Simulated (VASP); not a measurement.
# K8Ag3Rh4F24 (a cell with a defect) in VASP: further runs

The runs below take K8Ag3Rh4F24 (a cell with a defect) through single point, with LDA.

Everything below comes from runs of VASP 6.6.1. Logs are shortened: lines on timing, memory, paths and dates and some standing lists are left out, and cuts for length are marked.

### 1 The cell of the first run

The cell holds a defect, 39 atoms: a = 8.930 Å, b = 8.930 Å, c = 8.930 Å, α = 90.00°, β = 90.00°, γ = 90.00°.

### 2 Single point, LDA

The input, INCAR:

```
SYSTEM = K8Ag3Rh4F24
PREC = Accurate
ENCUT = 520
EDIFF = 1E-7
ISMEAR = -1
SIGMA = 0.05
LREAL = Auto
LASPH = .True.
NELM = 80
ALGO = Normal
ISIF = 2
LWAVE = .False.
LCHARG = .True.
LELF = .True.
LVHAR = .True.
NBANDS = 192
```

The input, KPOINTS:

```
regular mesh
0
Gamma
  1 1 1
  0 0 0
```

The input, POSCAR:

```
K8Ag3Rh4F24
1.0
    8.9303960000      0.0000000000      0.0000000000
    0.0000000000      8.9303960000      0.0000000000
    0.0000000000      0.0000000000      8.9303960000
K Ag Rh F
8 3 4 24
Direct
    0.2502128685      0.2819359858      0.2305832798
    0.7287582768      0.7521279012      0.7760686088
    0.7764605287      0.7355888809      0.2912188888
    0.2203933622      0.2208636661      0.8270741857
    0.7502690810      0.2968849310      0.7514896316
    0.2929993250      0.7409861780      0.2168772807
    0.2331699513      0.7279072507      0.7795622949
    0.7447934000      0.2561476557      0.2658224786
    0.4906389370      0.4762386797      0.4844466024
    0.0022507401      0.0293715979      0.4783214541
    0.4783774426      0.0248253269      0.0015452842
    0.0038520128     -0.0009406078      0.0025082874
    0.5024749182      0.5132359192     -0.0121047264
    0.5016350899     -0.0005822810      0.4876155548
   -0.0112984911      0.5005489118      0.5004145393
    0.4913891836      0.5475569057      0.2212219928
    0.7763821448      0.4625326805      0.4767537744
    0.5390914356      0.4996195018      0.7680286518
    0.4944461589      0.2211995974      0.5024301274
    0.4960586294      0.7832575398      0.4862382362
    0.2216475059      0.5335261729      0.5096638492
   -0.0317903036     -0.0151952948      0.2364956716
    0.2790133831     -0.0037176403      0.4822518509
    0.0126534142      0.0408268570      0.7859561883
   -0.0216451768      0.7180084735      0.4634396952
    0.0037288380      0.2709398329      0.5135046643
    0.7217373115      0.0039527922      0.5164272671
   -0.0409948226      0.5493597372      0.7186019523
    0.2903006765      0.5126872313     -0.0208165461
    0.0108281872      0.4820950829      0.2742879487
    0.0675333994      0.1996328046      0.0654282296
   -0.0351160240      0.7962692808     -0.0394831315
    0.7140780767      0.4748837566      0.0075584554
    0.5134150826      0.0103242902      0.7057917700
    0.7835710757      0.0316559310      0.0017356453
    0.5182972849     -0.0066514408      0.2607163221
    0.4803146467      0.7405718627     -0.0076592348
    0.5130679535      0.2810513666      0.0227089594
    0.2246037018     -0.0550927417      0.0102347085
```

Potentials or basis: VASP PAW LDA potentials, release 64 (K_sv, Ag, Rh_pv, F).

The run is started by

```
$ cat potpaw_LDA.64/K_sv/POTCAR potpaw_LDA.64/Ag/POTCAR potpaw_LDA.64/Rh_pv/POTCAR potpaw_LDA.64/F/POTCAR > POTCAR
$ mpirun -np 1 vasp_gam > vasp.out
```

OUTCAR:

```text
SYSTEM = K8Ag3Rh4F24
   PREC = Accurate
   ENCUT = 520
   EDIFF = 1E-7
   ISMEAR = -1
   LREAL = Auto
   LASPH = .True.
   NELM = 80
   ISIF = 2

 ion  position               nearest neighbor table
   1  0.250  0.282  0.231-  31 2.32  30 2.81   9 3.57   4 3.65  11 3.69
   2  0.729  0.752  0.776-  32 2.70  28 2.79  18 2.82  13 3.49
   3  0.776  0.736  0.291-  25 2.38  22 2.85  15 3.39  10 3.71
   4  0.220  0.221  0.827-  24 2.48  31 2.54  12 3.18  11 3.29   1 3.65
   5  0.750  0.297  0.751-  18 2.62  33 2.80  15 3.59   9 3.69
   6  0.293  0.741  0.217-  16 2.47  37 2.61  39 2.66  13 3.44  11 3.59
   7  0.233  0.728  0.780-  29 2.67  39 2.83
   8  0.745  0.256  0.266-  17 2.65   9 3.58  10 3.60
   9  0.491  0.476  0.484-  19 2.28  16 2.44  21 2.47  17 2.56  18 2.58  20 2.74   1 3.57   8 3.58
                             5 3.69
  10  0.002  0.029  0.478-  26 2.18  22 2.22  23 2.49  27 2.54  24 2.75   8 3.60   3 3.71
  11  0.478  0.025  0.002-  38 2.32  36 2.36  39 2.38  37 2.54  34 2.66  35 2.73   4 3.29   6 3.59
                             1 3.69
  12  0.004  0.999  0.003-  32 1.88  31 1.96  24 1.97  35 1.99  39 2.03  22 2.12   4 3.18
  13  0.502  0.513  0.988-  29 1.90  33 1.93  18 1.99  37 2.04  38 2.10  16 2.11   6 3.44   2 3.49

  14  0.502  0.999  0.488-  20 1.93  34 1.95  27 1.98  19 1.99  23 1.99  36 2.03
  15  0.989  0.501  0.500-  17 1.94  25 1.97  28 2.01  30 2.04  26 2.06  21 2.10   3 3.39   5 3.59

  16  0.491  0.548  0.221-  13 2.11   9 2.44   6 2.47
  17  0.776  0.463  0.477-  15 1.94   9 2.56   8 2.65
  18  0.539  0.500  0.768-  13 1.99   9 2.58   5 2.62   2 2.82
  19  0.494  0.221  0.502-  14 1.99   9 2.28
  20  0.496  0.783  0.486-  14 1.93   9 2.74
  21  0.222  0.534  0.510-  15 2.10   9 2.47
  22  0.968  0.985  0.236-  12 2.12  10 2.22   3 2.85
  23  0.279  0.996  0.482-  14 1.99  10 2.49
  24  0.013  0.041  0.786-  12 1.97   4 2.48  10 2.75
  25  0.978  0.718  0.463-  15 1.97   3 2.38
  26  0.004  0.271  0.514-  15 2.06  10 2.18
  27  0.722  0.004  0.516-  14 1.98  10 2.54
  28  0.959  0.549  0.719-  15 2.01   2 2.79
  29  0.290  0.513  0.979-  13 1.90   7 2.67
  30  0.011  0.482  0.274-  15 2.04   1 2.81
  31  0.068  0.200  0.065-  12 1.96   1 2.32   4 2.54
  32  0.965  0.796  0.961-  12 1.88   2 2.70
  33  0.714  0.475  0.008-  13 1.93   5 2.80
  34  0.513  0.010  0.706-  14 1.95  11 2.66
  35  0.784  0.032  0.002-  12 1.99  11 2.73
  36  0.518  0.993  0.261-  14 2.03  11 2.36
  37  0.480  0.741  0.992-  13 2.04  11 2.54   6 2.61
  38  0.513  0.281  0.023-  13 2.10  11 2.32
  39  0.225  0.945  0.010-  12 2.03  11 2.38   6 2.66   7 2.83

  LATTYP: Found a simple cubic cell.
 ALAT       =     8.9303960000

  Lattice vectors:

 A1 = (   8.9303960000,   0.0000000000,   0.0000000000)
 A2 = (   0.0000000000,   8.9303960000,   0.0000000000)
[... 186 lines left out ...]
   POTIM  = 0.5000    time-step for ionic-motion
   TEBEG  =    0.0;   TEEND  =   0.0 temperature during run
   PSTRESS=    0.0 pullay stress
   NELECT =     333.0000    total number of electrons
   NUPDOWN=      -1.0000    fix difference up-down
   EMIN   =  10.00;   EMAX   =-10.00  energy-range for DOS
   EFERMI =   0.00;   METHOD = LEGACY
   ISMEAR =    -1;   SIGMA  =   0.05  broadening in eV -4-tet -1-fermi 0-gaus
   EFERMI_NEDOS =   21; number of points for ismear=-14 and -15
   IALGO  =     38    algorithm
   IMIX   =      4    mixing-type and parameters
     AMIX     =   0.40;   BMIX     =  1.00
     AMIX_MAG =   1.60;   BMIX_MAG =  1.00
  volume/ion in A,a.u.               =      18.26       123.24
  Fermi-wavevector in a.u.,A,eV,Ry     =   1.270629  2.401141 21.966589  1.614499
  Thomas-Fermi vector in A             =   2.403606
   LORBIT       =      0    0 simple, 1 ext, 2 COOP (PROOUT), +10 PAW based schemes
   GGA     = CA    functional components
   LHFCALC =     F    Hartree Fock is set to
   AEXX    =    0.0000 exact exchange contribution
   IVDW    =     0    specifies the selected vdW correction
   LEPSILON=     F    determine dielectric tensor
   LRPA    =     F    only Hartree local field effects (RPA)
 non-spin polarized calculation
  energy-cutoff  :      520.00
  volume of cell :      712.22
 maximum number of plane-waves:      9607
 NGX is ok and might be reduce to    70
   NGX = 33   NGY = 33   NGZ = 33

 number of electron     332.9999990 magnetization

 Free energy of the ion-electron system (eV)
  ---------------------------------------------------
  ext. energy  EPLUGINS =         0.00000000
  ---------------------------------------------------
  free energy    TOTEN  =      -186.00670738 eV

  energy without entropy =     -185.82003308  energy(sigma->0) =     -185.91337023

 E-fermi :  -0.1023     XC(G=0):  -9.1208

 val. band max:       -0.2116495752   @ k =   0.0000   0.0000   0.0000
 cond. band min:       0.5564721402   @ k =   0.0000   0.0000   0.0000
 fundamental gap:      0.7681217154
 Fermi energy:        -0.1023066241

 k-point     1 :       0.0000    0.0000    0.0000
  band No.  band energies     occupation
      1     -46.7581      2.00000
      2     -46.7275      2.00000
      3     -46.6468      2.00000
      4     -46.5759      2.00000
      5     -46.5426      2.00000
      6     -46.5375      2.00000
[... 170 lines left out ...]
    177       3.6734      0.00000
    178       4.0048      0.00000
 [bands above 178 left out]

------------------------ aborting loop because EDIFF is reached ----------------------------------------

  FORCE on cell =-STRESS in cart. coord.  units (eV):
  Direction    XX          YY          ZZ          XY          YZ          ZX
  --------------------------------------------------------------------------------------
  -------------------------------------------------------------------------------------
  Total      -24.5675794    -26.0784463    -32.7300485      0.8091983     -1.6045057      2.5072986
  in kB      -55.2663520    -58.6651444    -73.6283519      1.8203436     -3.6094389      5.6403296
  external PRESSURE =     -62.5199495 kB  Pullay stress =       0.0000000 kB

 VOLUME and BASIS-vectors are now :
 -----------------------------------------------------------------------------
  energy-cutoff  :      520.00
  volume of cell :      712.22
      direct lattice vectors                 reciprocal lattice vectors
     8.930396000  0.000000000  0.000000000     0.111977117  0.000000000  0.000000000
     0.000000000  8.930396000  0.000000000     0.000000000  0.111977117  0.000000000
     0.000000000  0.000000000  8.930396000     0.000000000  0.000000000  0.111977117

 POSITION                                       TOTAL-FORCE (eV/Angst)
 -----------------------------------------------------------------------------------
      2.23450      2.51780      2.05920         0.191385      0.444026      0.572680
      6.50810      6.71680      6.93060         0.175496      0.040227      0.075963
      6.93410      6.56910      2.60070        -0.339698      0.114374     -0.482244
      1.96820      1.97240      7.38610         0.216868      0.371383     -0.331795
      6.70020      2.65130      6.71110         0.089236     -0.075726      0.094247
      2.61660      6.61730      1.93680        -0.295789      0.192125      0.347006
[... 31 lines left out ...]
      4.58190      2.50990      0.20280        -0.628584      0.449648     -0.408573
      2.00580      8.43840      0.09140        -0.125080      0.436594     -0.260758
 -----------------------------------------------------------------------------------
    total drift:                               -0.005465      0.011441     -0.010674

  FREE ENERGIE OF THE ION-ELECTRON SYSTEM (eV)
  ---------------------------------------------------
  free  energy   TOTEN  =      -186.0067073846 eV

  energy  without entropy=     -185.8200330784  energy(sigma->0) =     -185.91337023
```

OSZICAR:

```text
N       E                     dE             d eps       ncg     rms          rms(c)
DAV:   1     0.442908047398E+04    0.44291E+04   -0.20608E+05   400   0.178E+03
DAV:   2     0.317212361279E+03   -0.41119E+04   -0.38511E+04   480   0.526E+02
DAV:   3    -0.189361297520E+03   -0.50657E+03   -0.49878E+03   496   0.182E+02
[... 27 lines left out ...]
DAV:  31    -0.186006709825E+03    0.68315E-05   -0.76089E-06   448   0.649E-03    0.240E-02
DAV:  32    -0.186006708336E+03    0.14889E-05   -0.22119E-06   408   0.376E-03    0.164E-02
DAV:  33    -0.186006707533E+03    0.80350E-06   -0.31352E-06   400   0.323E-03    0.743E-03
DAV:  34    -0.186006707430E+03    0.10252E-06   -0.34189E-07   248   0.137E-03    0.652E-03
DAV:  35    -0.186006707385E+03    0.45657E-07   -0.54222E-07   232   0.117E-03
   1 F= -.18600671E+03 E0= -.18591337E+03  d E =-.186674E+00
```

It took 7 min on 1 thread of Oxide Virtual Turin-like, shared host; peak memory 0.52 GiB.

What came out:

```
Free energy            : -186.0067 eV
Pressure               : -6.3 GPa
Largest force          : 2.506 eV/Å
Band gap on the k mesh : zero (an odd number of electrons rules out a gap without spin polarisation)
```

Forces on the atoms (eV/Å):
```
K    0.191  0.444  0.573
K    0.175  0.040  0.076
K   -0.340  0.114 -0.482
K    0.217  0.371 -0.332
K    0.089 -0.076  0.094
K   -0.296  0.192  0.347
K   -0.272 -0.132 -0.080
K    0.165 -0.098 -0.332
Ag  -0.142  0.552  0.162
Ag   0.009 -0.665  0.322
Ag   0.606 -0.442  0.134
Rh  -0.603  0.403  1.978
Rh   1.416 -0.722  1.937
Rh   0.085  0.465  0.485
Rh   2.051  0.397 -1.134
F   -0.016 -0.818 -0.667
F   -0.939  0.105  0.073
F   -0.402 -0.041 -0.009
F    0.197  0.313 -0.432
F    0.296 -0.622 -0.100
F   -0.692 -0.293  0.106
F    0.288 -0.311 -0.999
F    0.108  0.130 -0.259
F    0.171 -0.186 -0.100
F    0.132 -0.081  0.584
F   -0.045  0.851  0.268
F    0.180  0.020 -0.615
F    0.077 -0.553 -0.910
F   -1.194  0.131 -0.204
F   -0.079 -0.242  1.468
F   -0.477  0.032 -0.760
F   -0.315 -0.691 -0.369
F    0.366  0.633 -0.078
F   -0.603 -0.173  0.536
F    0.358  0.303 -0.216
F   -0.327  0.128  0.272
F    0.317 -0.364 -0.670
F   -0.629  0.450 -0.409
F   -0.125  0.437 -0.261
```

Caveat: the k points lie up to 0.70 Å⁻¹ apart, too coarse for converged energies and pressures of a metal; an odd number of electrons without spin polarisation forces a metal; a magnetic or distorted state may lie lower.

[end of part 1 of 2]

The gap in the log of VASP goes by the Fermi energy; the results here count the filled bands.